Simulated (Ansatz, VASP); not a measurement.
## Two plane-wave programs on Ni

```
CELL_PARAMETERS angstrom
-1.40063 1.40063 1.40063
1.40063 -1.40063 1.40063
1.40063 1.40063 -1.40063
ATOMIC_POSITIONS crystal
Ni 0.00000 0.00000 0.00000
```

Alike in both runs: task single point; functional PBE; k mesh 20 × 20 × 20; occupations gaussian, width 0.05 eV; no spin polarisation.

```csv
,VASP,Ansatz
version,VASP 6.6.1,Ansatz 0.2.0
potentials or method,"VASP PAW PBE potentials, release 64 (Ni), cutoff 520 eV","scalar-relativistic, plane waves, PAW"
valence electrons in the cell,10,18
```

|  | VASP | Ansatz | Ansatz less VASP |
| --- | --- | --- | --- |
| gap on the k mesh at the Fermi level (eV) | none | none | - |
| pressure (GPa) | -2.0 | -2.0 | +0.02 |

A gap of «none» marks a metal or a gap that the smearing closes. With one functional, cell and mesh, what is left measures potentials, basis and numerics. VASP's potentials hold 10 valence electrons a cell and Ansatz's 18, so a difference there can come from the potentials and not from the codes.
